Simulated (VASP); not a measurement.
Input of a VASP 6.6.1 run:

INCAR

```
  PREC = Accurate
  ENCUT = 600
  EDIFF = 1E-7
  ISMEAR = -1
  SIGMA = 0.05
  LREAL = F
  LASPH = T
  NELM = 60
  ALGO = Normal
  ISIF = 3
  LWAVE = F
  LCHARG = F
  GGA = PS
  IBRION = 2
  NSW = 100
  EDIFFG = -0.003
```

KPOINTS

```
regular mesh
0
Gamma
  22 22 22
```

The input POSCAR:

```
Pt
1.0
    0.0000000000      1.9615500000      1.9615500000
    1.9615500000      0.0000000000      1.9615500000
    1.9615500000      1.9615500000      0.0000000000
Pt
1
Direct
    0.0000000000      0.0000000000      0.0000000000
```

Potentials or basis: VASP PAW PBE potentials, release 64 (Pt).

Launch:

```console
$ cat potpaw_PBE.64/Pt/POTCAR > POTCAR
$ mpirun -np 1 vasp_std > vasp.out
```

(1) Predict the relaxed cell.

(2) Predict the space group after relaxing (to 0.05 Å).

(3) What does it give for the band gap on the k mesh?

## Answers

(1) a = 2.770 Å, b = 2.770 Å, c = 2.770 Å, α = 60.00°, β = 60.00°, γ = 60.00°.

(2) Fm-3m (No. 225).

(3) zero (band 5 reaches 11.67 eV, above the bottom of band 6 at 9.43 eV).

Caveat: spin-orbit coupling is left out, which moves the levels of the heavy elements.
